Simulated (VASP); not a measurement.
## Si2As: single point with PBE

Si2As:

```
Si As
1.0
     5.14558    0.00000    0.00000
     0.00000    6.46562    0.00000
     0.00000    0.00000    3.48136
Si As
4 2
Direct
  0.17026 0.37676 0.00000
  0.82974 0.62324 0.00000
  0.67026 0.12324 0.50000
  0.32974 0.87676 0.50000
  0.00000 0.00000 0.00000
  0.50000 0.50000 0.50000
```

* Program: VASP 6.6.1
* Task: single point
* Functional: PBE
* Potentials or basis: VASP PAW PBE potentials, release 64 (Si, As)
* Cutoff: 520 eV
* k mesh: 8 × 6 × 10
* Occupations: gaussian, width 0.1 eV
* Spin: no spin polarisation

The pressure is 0.1 GPa and the largest force is 0.013 eV/Å. The band gap on the k mesh is zero (bands 13 and 14 overlap by 3.78 eV).

Forces on the atoms (eV/Å):
```
Si  -0.012  0.007  0.000
Si   0.012 -0.007  0.000
Si  -0.012 -0.007  0.000
Si   0.012  0.007  0.000
As   0.000  0.000  0.000
As   0.000  0.000  0.000
```

Levels at points of the mesh, in eV from the Fermi level:
| k point | band 10 | band 11 | band 12 | band 13 | band 14 | band 15 | band 16 | band 17 |
| --- | --- | --- | --- | --- | --- | --- | --- | --- |
| (0.00, 0.00, 0.00) | -2.32 | -0.88 | 0.37 | 1.71 | 1.75 | 2.24 | 2.63 | 3.31 |
| (0.50, 0.00, 0.00) | -1.41 | -0.10 | -0.10 | 0.96 | 0.96 | 1.62 | 1.62 | 2.47 |
| (0.00, 0.50, 0.00) | -1.74 | -0.81 | -0.81 | 0.29 | 0.29 | 2.88 | 2.88 | 3.41 |
| (0.50, 0.50, 0.00) | -2.02 | -1.31 | -1.31 | 0.15 | 0.15 | 1.15 | 1.15 | 3.63 |
| (0.00, 0.00, 0.50) | -4.22 | -2.15 | -2.15 | -1.19 | -1.19 | 0.25 | 0.25 | 1.17 |
| (0.50, 0.00, 0.50) | -4.66 | -2.26 | -2.26 | 1.43 | 1.43 | 2.51 | 2.51 | 3.17 |
| (0.00, 0.50, 0.50) | -4.09 | -2.95 | -2.95 | -2.00 | -2.00 | -0.35 | -0.35 | 3.52 |
| (0.50, 0.50, 0.50) | -2.95 | -1.54 | -1.54 | -0.17 | -0.17 | 0.82 | 0.82 | 2.60 |

It took 4 min on 1 thread of Intel(R) Xeon(R) Platinum 8559C (Emerald Rapids), with other jobs on the host, peak memory 0.37 GiB.
